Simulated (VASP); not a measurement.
# Al (Fm-3m) in VASP: further runs

Aim: see how the results for Al move with the level of theory and the settings. Levels: PBE, r2SCAN. Tasks: single point.

Program: VASP 6.6.1. These are calculated values, not measurements. Logs are shortened: lines on timing, memory, paths and dates and some standing lists are left out, and cuts for length are marked.

## (1) The cell of the first run

It takes space group Fm-3m (No. 225, cubic). Conventional cell: a = 4.172 Å, b = 4.172 Å, c = 4.172 Å, α = 90.00°, β = 90.00°, γ = 90.00°. Within 3.9 Å of Al (site symmetry m-3m) lie 12 Al at 2.95 Å.

## (2) Single point, PBE (volume scaled by 1.10)

Contents of INCAR:

```
PREC = Accurate ; ENCUT = 520
EDIFF = 1E-6 ; ISMEAR = 0
SIGMA = 0.1 ; LREAL = False
LASPH = True ; NELM = 100
ALGO = Normal ; ISIF = 2
LWAVE = False ; LCHARG = False
GGA = PE ; NBANDS = 8
```

Contents of KPOINTS:

```
Automatic mesh
0
Gamma
  18 18 18
```

Contents of POSCAR:

```
Al
1.0
    0.0000000000      2.0859577651      2.0859577651
    2.0859577651      0.0000000000      2.0859577651
    2.0859577651      2.0859577651      0.0000000000
Al
1
Direct
    0.0000000000      0.0000000000      0.0000000000
```

Potentials or basis: VASP PAW PBE potentials, release 64 (Al).

The run is started by

```console
cat potpaw_PBE.64/Al/POTCAR > POTCAR
mpirun -np 1 vasp_std > vasp.out
```

OUTCAR:

```text
PREC = Accurate
   ENCUT = 520
   EDIFF = 1E-6
   ISMEAR = 0
   LREAL = False
   LASPH = True
   NELM = 100
   ISIF = 2
   GGA = PE

 ion  position               nearest neighbor table
   1  0.000  0.000  0.000-

  LATTYP: Found a face centered cubic cell.
 ALAT       =     4.1719155302

  Lattice vectors:

 A1 = (   0.0000000000,   2.0859577651,   2.0859577651)
 A2 = (   2.0859577651,   0.0000000000,   2.0859577651)
 A3 = (   2.0859577651,   2.0859577651,   0.0000000000)

Analysis of symmetry for initial positions (statically):
=====================================================================
 Subroutine PRICEL returns:
 Original cell was already a primitive cell.

 Routine SETGRP: Setting up the symmetry group for a
 face centered cubic supercell.

 Subroutine GETGRP returns: Found 48 space group operations
 (whereof 48 operations were pure point group operations)
 out of a pool of 48 trial point group operations.

The static configuration has the point symmetry O_h .

Analysis of symmetry for dynamics (positions and initial velocities):
=====================================================================
 Subroutine PRICEL returns:
 Original cell was already a primitive cell.

 Routine SETGRP: Setting up the symmetry group for a
 face centered cubic supercell.

 Subroutine GETGRP returns: Found 48 space group operations
 (whereof 48 operations were pure point group operations)
 out of a pool of 48 trial point group operations.

The dynamic configuration has the point symmetry O_h .

 Subroutine INISYM returns: Found 48 space group operations
 (whereof 48 operations are pure point group operations),
 and found     1 'primitive' translations

----------------------------------------------------------------------------------------

                                     Primitive cell

  volume of cell :      18.1529

  direct lattice vectors                    reciprocal lattice vectors
     0.000000000  2.085957765  2.085957765    -0.239698046  0.239698046  0.239698046
     2.085957765  0.000000000  2.085957765     0.239698046 -0.239698046  0.239698046
     2.085957765  2.085957765  0.000000000     0.239698046  0.239698046 -0.239698046

  length of vectors
     2.949989762  2.949989762  2.949989762     0.415169194  0.415169194  0.415169194

  position of ions in fractional coordinates (direct lattice)
     0.000000000  0.000000000  0.000000000

  ion indices of the primitive-cell ions
   primitive index   ion index
                 1           1

----------------------------------------------------------------------------------------

 KPOINTS: Automatic mesh

Automatic generation of k-mesh.
 Grid dimensions read from file:
 generate k-points for:   18   18   18

 Generating k-lattice:

  Cartesian coordinates                     Fractional coordinates (reciprocal lattice)
    -0.013316558  0.013316558  0.013316558     0.055555556  0.000000000  0.000000000
     0.013316558 -0.013316558  0.013316558     0.000000000  0.055555556  0.000000000
     0.013316558  0.013316558 -0.013316558     0.000000000  0.000000000  0.055555556

  Length of vectors
     0.023064955  0.023064955  0.023064955

  Shift w.r.t. Gamma in fractional coordinates (k-lattice)
     0.000000000  0.000000000  0.000000000

 Subroutine IBZKPT returns following result:
 ===========================================

 Found    195 irreducible k-points:

 Following reciprocal coordinates:
            Coordinates               Weight
  0.000000  0.000000  0.000000      1.000000
  0.055556  0.000000  0.000000      8.000000
  0.111111  0.000000  0.000000      8.000000
  0.166667  0.000000  0.000000      8.000000
  0.222222  0.000000  0.000000      8.000000
  0.277778  0.000000  0.000000      8.000000
[... 16 lines left out ...]
 -0.277778  0.055556  0.000000     24.000000
 -0.222222  0.055556  0.000000     24.000000
 [... further k-points ...]
   k-points           NKPTS =    195   k-points in BZ     NKDIM =    195   number of bands    NBANDS=      8
   number of dos      NEDOS =    301   number of ions     NIONS =      1
   total plane-waves  NPLWV =  13824
   dimension x,y,z NGX =    24 NGY =   24 NGZ =   24
   dimension x,y,z NGXF=    48 NGYF=   48 NGZF=   48
   ions per type =               1
   NGX,Y,Z   is equivalent  to a cutoff of  13.53, 13.53, 13.53 a.u.
   NGXF,Y,Z  is equivalent  to a cutoff of  27.05, 27.05, 27.05 a.u.
 SYSTEM =  unknown system
   PREC   = accura    normal or accurate (medium, high low for compatibility)
   ISTART =      0    job   : 0-new  1-cont  2-samecut
   ICHARG =      2    charge: 1-file 2-atom 10-const
   ISPIN  =      1    spin polarized calculation?
   LNONCOLLINEAR =      F non collinear calculations
   LSORBIT =      F    spin-orbit coupling
   LASPH  =      T    aspherical Exc in radial PAW
   ENCUT  =  520.0 eV  38.22 Ry    6.18 a.u.   5.49  5.49  5.49*2*pi/ulx,y,z
   NELM   =    100;   NELMIN=  2; NELMDL= -5     # of ELM steps
   EDIFF  = 0.1E-05   stopping-criterion for ELM
   LREAL  =      F    real-space projection
   EDIFFG = 0.1E-04   stopping-criterion for IOM
   NSW    =      0    number of steps for IOM
   IBRION =     -1    ionic relax: 0-MD 1-quasi-New 2-CG
   NFREE  =      0    steps in history (QN), initial steepest desc. (CG)
   ISIF   =      2    stress and relaxation
   ISYM   =      2    0-nonsym 1-usesym 2-fastsym
   POTIM  = 0.5000    time-step for ionic-motion
   TEBEG  =    0.0;   TEEND  =   0.0 temperature during run
   PSTRESS=    0.0 pullay stress
   NELECT =       3.0000    total number of electrons
   NUPDOWN=      -1.0000    fix difference up-down
   EMIN   =  10.00;   EMAX   =-10.00  energy-range for DOS
   EFERMI =   0.00;   METHOD = LEGACY
   ISMEAR =     0;   SIGMA  =   0.10  broadening in eV -4-tet -1-fermi 0-gaus
   EFERMI_NEDOS =   21; number of points for ismear=-14 and -15
   IALGO  =     38    algorithm
   IMIX   =      4    mixing-type and parameters
     AMIX     =   0.40;   BMIX     =  1.00
     AMIX_MAG =   1.60;   BMIX_MAG =  1.00
  volume/ion in A,a.u.               =      18.15       122.50
  Fermi-wavevector in a.u.,A,eV,Ry     =   0.898393  1.697717 10.981400  0.807110
  Thomas-Fermi vector in A             =   2.021097
   LORBIT       =      0    0 simple, 1 ext, 2 COOP (PROOUT), +10 PAW based schemes
   GGA     = PE    functional components
   LHFCALC =     F    Hartree Fock is set to
   AEXX    =    0.0000 exact exchange contribution
   IVDW    =     0    specifies the selected vdW correction
   LEPSILON=     F    determine dielectric tensor
   LRPA    =     F    only Hartree local field effects (RPA)
 non-spin polarized calculation
 Gauss-broadening in eV      SIGMA  =   0.10
  energy-cutoff  :      520.00
  volume of cell :       18.15
 maximum number of plane-waves:       531
 NGX is ok and might be reduce to    24
   NGX = 11   NGY = 11   NGZ = 11

 number of electron       3.0000000 magnetization

 Free energy of the ion-electron system (eV)
  ---------------------------------------------------
  ext. energy  EPLUGINS =         0.00000000
  ---------------------------------------------------
  free energy    TOTEN  =        -3.71069364 eV

  energy without entropy =       -3.70835402  energy(sigma->0) =       -3.70952383

 E-fermi :   7.0339     XC(G=0):  -9.8560

 val. band max:        6.9862376534   @ k =  -0.3333   0.0556   0.0000
 cond. band min:       7.0571783978   @ k =  -0.2778   0.5000   0.2222
 fundamental gap:      0.0709407444
 Fermi energy:         7.0339182321

 k-point     1 :       0.0000    0.0000    0.0000
  band No.  band energies     occupation
      1      -3.4519      2.00000
      2      19.1428      0.00000
      3      19.1428      0.00000
      4      19.1428      0.00000
      5      19.9430      0.00000
      6      19.9430      0.00000
      7      19.9430      0.00000
      8      22.8314      0.00000

 k-point     2 :       0.0556    0.0000    0.0000
  band No.  band energies     occupation
      1      -3.3731      2.00000
      2      17.5516      0.00000
      3      18.7150      0.00000
      4      18.7150      0.00000
      5      20.4880      0.00000
      6      20.4880      0.00000
      7      20.6842      0.00000
      8      23.6239      0.00000

 k-point     3 :       0.1111    0.0000    0.0000
  band No.  band energies     occupation
      1      -3.1372      2.00000
      2      15.4340      0.00000
      3      18.1565      0.00000
      4      18.1565      0.00000
      5      20.8248      0.00000
      6      21.3601      0.00000
      7      21.3601      0.00000
      8      24.0787      0.00000

 k-point     4 :       0.1667    0.0000    0.0000
  band No.  band energies     occupation
      1      -2.7447      2.00000
      2      13.3158      0.00000
      3      17.7014      0.00000
      4      17.7014      0.00000
      5      20.7057      0.00000
      6      21.9470      0.00000
      7      21.9470      0.00000
      8      23.4842      0.00000

 k-point     5 :       0.2222    0.0000    0.0000
  band No.  band energies     occupation
      1      -2.1968      2.00000
      2      11.2714      0.00000
      3      17.3721      0.00000
      4      17.3721      0.00000
      5      20.5633      0.00000
      6      21.3684      0.00000
      7      21.3684      0.00000
      8      24.2390      0.00000
[... 177 lines left out ...]
 k-point    22 :      -0.3333    0.0556    0.0000
  band No.  band energies     occupation
      1      -0.2559      2.00000
      2       6.9862      1.49988
      3      15.5591      0.00000
      4      17.9638      0.00000
      5      18.6602      0.00000
      6      19.7144      0.00000
      7      21.0921      0.00000
      8      23.9108      0.00000

 k-point    23 :      -0.2778    0.0556    0.0000
  band No.  band energies     occupation
      1      -1.1587      2.00000
      2       8.7684      0.00000
      3      15.5780      0.00000
      4      18.1876      0.00000
      5      19.2723      0.00000
      6      20.5352      0.00000
      7      21.0406      0.00000
      8      24.6447      0.00000

 k-point    24 :      -0.2222    0.0556    0.0000
  band No.  band energies     occupation
      1      -1.9106      2.00000
      2      10.6686      0.00000
      3      15.7341      0.00000
      4      18.3886      0.00000
      5      20.1308      0.00000
      6      21.0513      0.00000
      7      21.4849      0.00000
      8      23.6215      0.00000

 [... further k-points ...]

------------------------ aborting loop because EDIFF is reached ----------------------------------------

  FORCE on cell =-STRESS in cart. coord.  units (eV):
  Direction    XX          YY          ZZ          XY          YZ          ZX
  --------------------------------------------------------------------------------------
  -------------------------------------------------------------------------------------
  Total       -0.6815130     -0.6815130     -0.6815130     -0.0000000      0.0000000      0.0000000
  in kB      -60.1503575    -60.1503575    -60.1503575     -0.0000000      0.0000000      0.0000000
  external PRESSURE =     -60.1503575 kB  Pullay stress =       0.0000000 kB

 VOLUME and BASIS-vectors are now :
 -----------------------------------------------------------------------------
  energy-cutoff  :      520.00
  volume of cell :       18.15
      direct lattice vectors                 reciprocal lattice vectors
     0.000000000  2.085957765  2.085957765    -0.239698046  0.239698046  0.239698046
     2.085957765  0.000000000  2.085957765     0.239698046 -0.239698046  0.239698046
     2.085957765  2.085957765  0.000000000     0.239698046  0.239698046 -0.239698046

 POSITION                                       TOTAL-FORCE (eV/Angst)
 -----------------------------------------------------------------------------------
      0.00000      0.00000      0.00000        -0.000000      0.000000     -0.000000
 -----------------------------------------------------------------------------------
    total drift:                                0.000000     -0.000000     -0.000000

  FREE ENERGIE OF THE ION-ELECTRON SYSTEM (eV)
  ---------------------------------------------------
  free  energy   TOTEN  =        -3.7106936360 eV

  energy  without entropy=       -3.7083540166  energy(sigma->0) =       -3.70952383
```

Wall time 13 s (1 thread of AMD EPYC 9R45 (Zen 5), shared host); peak memory 0.11 GiB.

What came out:

```
Free energy : -3.7107 eV
Pressure    : -6.0 GPa
```

Caveat: the cell differs from its parent crystal (volume scaled by 1.10).

## (3) Single point, PBE

This run uses another cell than the first one, of 16.50 Å³/atom, 0.909 times its volume.

Contents of INCAR:

```
  ALGO = Normal
  EDIFF = 1E-7
  ENCUT = 520
  GGA = PE
  ISIF = 2
  ISMEAR = 0
  LASPH = True
  LCHARG = False
  LREAL = False
  LWAVE = False
  NBANDS = 8
  NELM = 100
  PREC = Accurate
  SIGMA = 0.1
```

Contents of KPOINTS:

```
k-points
0
Gamma
  18 18 18
```

Contents of POSCAR:

```
Al
1.0
    0.0000000000      2.0207284191      2.0207284191
    2.0207284191      0.0000000000      2.0207284191
    2.0207284191      2.0207284191      0.0000000000
Al
1
Direct
    0.0000000000      0.0000000000      0.0000000000
```

Potentials or basis: VASP PAW PBE potentials, release 64 (Al).

The run is started by

```console
cat potpaw_PBE.64/Al/POTCAR > POTCAR
mpirun -np 1 vasp_std > vasp.out
```

It took 7.4 s on 1 thread of Intel Xeon 6975P-C (Granite Rapids), shared host; peak memory 0.14 GiB.

Results (log left out):

* Free energy: -3.7445 eV
* Pressure: 0.0 GPa

Levels at points of the mesh, in eV from the Fermi level:
```tsv
k point	band 1	band 2	band 3	band 4	band 5
(0.00, 0.00, 0.00)	-11.12	12.63	12.63	12.63	14.12
(0.50, 0.00, 0.00)	-4.58	-4.37	11.42	11.42	11.47
(0.50, 0.50, 0.00)	-2.91	-1.59	5.27	5.60	5.60
```

## (4) Single point, r2SCAN

This run uses another cell than the first one, of 16.50 Å³/atom, 0.909 times its volume.

Contents of POSCAR:

```
Al
1.0
    0.0000000000      2.0207284184      2.0207284184
    2.0207284184      0.0000000000      2.0207284184
    2.0207284184      2.0207284184      0.0000000000
Al
1
Direct
    0.0000000000      0.0000000000      0.0000000000
```

Contents of INCAR.step1:

```
SYSTEM = Al
  PREC = Accurate
  ENCUT = 520
  ISMEAR = 0
  SIGMA = 0.1
  LREAL = .False.
  LASPH = .True.
  NELM = 100
  NBANDS = 8
  GGA = PE
  ALGO = Normal
  EDIFF = 1E-4
  LWAVE = .True.
  LCHARG = .False.
```

Contents of INCAR.step2:

```
SYSTEM = Al
  PREC = Accurate
  ENCUT = 520
  EDIFF = 1E-6
  ISMEAR = 0
  SIGMA = 0.1
  LREAL = .False.
  LASPH = .True.
  NELM = 100
  ALGO = Normal
  ISIF = 2
  LWAVE = .False.
  LCHARG = .False.
  METAGGA = R2SCAN
  LMIXTAU = .True.
  NBANDS = 8
  ISTART = 1
```

Contents of KPOINTS:

```
Automatic mesh
0
Gamma
  18 18 18
  0 0 0
```

The run is started by

```console
cat potpaw_PBE.64/Al/POTCAR > POTCAR
cp INCAR.step1 INCAR
mpirun -np 1 vasp_std > vasp.out
cp INCAR.step2 INCAR
mpirun -np 1 vasp_std > vasp.out
```

It took 27 s on 1 thread of Intel Xeon 6975P-C (Granite Rapids), shared host; peak memory 0.15 GiB.

Results (log left out):

- Free energy: -6.7297 eV
- Pressure: -3.4 GPa

Levels at points of the mesh, in eV from the Fermi level:
```
           k point  band 1  band 2  band 3  band 4  band 5
(0.00, 0.00, 0.00)  -11.84   13.32   13.32   13.32   15.22
(0.50, 0.00, 0.00)   -5.00   -4.53   12.08   12.08   12.31
(0.50, 0.50, 0.00)   -3.16   -1.65    5.46    6.00    6.00
```

Caveat: the PAW data sets were made with another functional, which shifts forces and pressure a little.

## (5) Overview

```csv
level,cell,gap on the mesh (eV),pressure (GPa)
PBE,"a = 2.950 Å, angles 60.0°, 1 atom",none,-6.0
PBE,"a = 2.858 Å, angles 60.0°, 1 atom",none,0.0
r2SCAN,"a = 2.858 Å, angles 60.0°, 1 atom",none,-3.4
```

Alike in all rows: task single point; potentials or basis VASP PAW PBE potentials, release 64 (Al); no spin polarisation; k mesh 18 × 18 × 18; cutoff (eV) 520; smearing gaussian 0.1 eV.

Caveats: the PAW data sets were made with another functional, which shifts forces and pressure a little (some runs).

Absolute energies hang on the potentials; compare differences alone.
